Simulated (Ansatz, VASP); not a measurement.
## Al3N in VASP and in Ansatz

```
CELL_PARAMETERS angstrom
5.19462 0.00000 0.00000
-2.59731 4.49867 0.00000
0.00000 0.00000 4.69281
ATOMIC_POSITIONS crystal
Al 0.31150 0.31150 0.25000
Al 0.00000 0.31150 0.75000
Al 0.68850 0.00000 0.25000
Al 0.68850 0.68850 0.75000
Al 0.00000 0.68850 0.25000
Al 0.31150 0.00000 0.75000
N 0.00000 0.00000 0.00000
N 0.00000 0.00000 0.50000
```

Alike in both runs: task single point; functional PBE; k mesh 6 × 6 × 4; occupations gaussian, width 0.1 eV; no spin polarisation.

|  | VASP | Ansatz |
| --- | --- | --- |
| version | VASP 6.6.1 | Ansatz 0.2.0 |
| potentials or method | VASP PAW PBE potentials, release 64 (Al, N), cutoff 520 eV | scalar-relativistic, plane waves, PAW |
| valence electrons in the cell | 28 | 28 |

|  | VASP | Ansatz | Ansatz less VASP |
| --- | --- | --- | --- |
| gap on the k mesh at the Fermi level (eV) | none | none | - |
| pressure (GPa) | 3.6 | 3.6 | +0.09 |
| traceless stress, the component that is largest in VASP (GPa) | 24.08 | 23.98 | -0.108 |
| rms of the force components (eV/Å) | 0.510 | 0.516 | +0.0061 |

Atom by atom the forces differ by 0.006 eV/Å (rms over components). A gap of «none» marks a metal or a gap that the smearing closes. With one functional, cell and mesh, what is left measures potentials, basis and numerics.
